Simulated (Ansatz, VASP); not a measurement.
**Hf4Br in VASP and in Ansatz**

```
CELL_PARAMETERS angstrom
3.63745 0.00000 0.00000
0.00000 3.63745 0.00000
0.00000 0.00000 9.50954
ATOMIC_POSITIONS crystal
Hf 0.00000 0.00000 0.50000
Hf 0.50000 0.50000 0.00000
Hf 0.50000 0.50000 0.67631
Hf 0.50000 0.50000 0.32369
Br 0.00000 0.00000 0.00000
```

Alike in both runs: functional PBE; k mesh 4 × 4 × 4; occupations gaussian, width 0.1 eV; no spin polarisation.

Ansatz relaxed the structure, and its values are those at the end. VASP's run is a single point on that final structure, the one shown.

```csv
,VASP,Ansatz
version,VASP 6.6.1,Ansatz 0.2.0
potentials or method,"VASP PAW PBE potentials, release 64 (Hf_pv, Br), cutoff 520 eV","scalar-relativistic, plane waves, PAW"
valence electrons in the cell,47,111
```

Ansatz gave:

```
gap on the k mesh at the Fermi level (eV) : none
pressure (GPa)                            : 0.0
rms of the force components (eV/Å)        : 0.004
```

Q: What did VASP give for the same quantities?

A: gap on the k mesh at the Fermi level (eV): none; pressure (GPa): -0.3; rms of the force components (eV/Å): 0.002.

A gap of «none» marks a metal or a gap that the smearing closes. VASP's potentials hold 47 valence electrons a cell and Ansatz's 111, so a difference there can come from the potentials and not from the codes.

The k mesh is coarse, so the values compare programs but aren't converged. Spin-orbit coupling is off throughout.
